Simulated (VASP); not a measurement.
Input of a VASP 6.6.1 run:

File INCAR:

```
PREC = Accurate
ENCUT = 520
EDIFF = 1E-7
ISMEAR = 0
SIGMA = 0.02
LREAL = False
LASPH = True
ALGO = Normal
NELM = 100
ISIF = 2
LWAVE = False
LCHARG = False
ISPIN = 2
MAGMOM = 4 4 0 0 0 0
LORBIT = 11
LMAXMIX = 4
IVDW = 2
LVDWSCS = True
```

Contents of KPOINTS:

```
k-points
0
Gamma
  7 5 3
```

The input POSCAR:

```
MnO2
1.0
    2.9041580000      0.0000000000      0.0000000000
    0.0000000000      3.8448100000      0.0000000000
    0.0000000000      0.0000000000      6.1642640000
Mn O
2 4
Direct
    0.5000000000      0.5000000000      0.3433015000
    0.0000000000      0.0000000000      0.6566985000
    0.5000000000      0.0000000000      0.8375675000
    0.0000000000      0.5000000000      0.1624325000
    0.5000000000      0.0000000000      0.4217995000
    0.0000000000      0.5000000000      0.5782005000
```

Potentials or basis: VASP PAW PBE potentials, release 64 (Mn_pv, O).

The run is started by

```console
$ cat potpaw_PBE.64/Mn_pv/POTCAR potpaw_PBE.64/O/POTCAR > POTCAR
$ mpirun -np 1 vasp_std > vasp.out
```

Question: Estimate the band gap on the k mesh.

Answer: Zero (filled and empty bands overlap).

Question: What does it give for the dispersion energy per atom?

Answer: -0.171 eV.

Stress tensor (GPa, compression positive):
```
-11.70   0.00   0.00
  0.00  -7.60   0.00
  0.00   0.00  -6.37
```

Caveat: the cell stands under tension; semilocal functionals often make such compounds metallic where correlation or magnetic order opens a gap, which also shifts bond lengths; only a ferromagnetic start was run, and an antiferromagnetic order may lie lower in energy. With open d or f shells a metallic result of PBE can be an artefact of self-interaction; +U or a hybrid may open a gap.
